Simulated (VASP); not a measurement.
Runs of VASP 6.6.1 on Zr3CdC. The structure is that of space group Pm-3m (No. 221), or close to it. The cells are those of the table. 

```csv
task,cell,k mesh,cutoff (eV),gap on the mesh (eV),pressure (GPa)
single point,"a = 4.572 Å, 5 atoms",8 × 8 × 8,520,none,0.2
single point,"a = 4.570 Å, 5 atoms",4 × 4 × 4,520,none,(a)
single point,"a = 4.405 Å, 5 atoms",4 × 4 × 4,520,none,18.2
relaxation of cell and atoms,"relaxed from a = 4.570 Å, 5 atoms",8 × 8 × 8,600,none,0.0
```

Alike in all rows: level PBE; potentials or basis VASP PAW PBE potentials, release 64 (Zr_sv, Cd, C); no spin polarisation; smearing gaussian 0.1 eV.

**Question.** Fill in the values left out.

**Answer.** (a) 0.3.

A k mesh can miss the band edges, and the runs leave out spin-orbit coupling on Cd, Zr.

A gap of «none» marks levels without a gap at the run's occupations.
